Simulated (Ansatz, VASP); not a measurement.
**Si: VASP beside Ansatz**

```
Si
1.0
     3.90575    0.00000    0.00000
    -1.95287    3.38248    0.00000
     0.00000    0.00000    4.11666
Si
3
Direct
  0.00000 0.50000 0.33333
  0.50000 0.50000 0.66667
  0.50000 0.00000 0.00000
```

Alike in both runs: functional PBE; k mesh 15 × 15 × 12; occupations gaussian, width 0.1 eV; no spin polarisation.

Ansatz relaxed the structure, and its values are those at the end. VASP's run is a single point on that final structure, the one shown.

|  | VASP | Ansatz |
| --- | --- | --- |
| version | VASP 6.6.1 | Ansatz 0.2.0 |
| potentials or method | VASP PAW PBE potentials, release 64 (Si), cutoff 520 eV | scalar-relativistic, plane waves, PAW |
| valence electrons in the cell | 12 | 12 |

```csv
,VASP,Ansatz,Ansatz less VASP
gap on the k mesh at the Fermi level (eV),none,none,-
pressure (GPa),-0.1,0.0,+0.08
```

A gap of «none» marks a metal or a gap that the smearing closes.
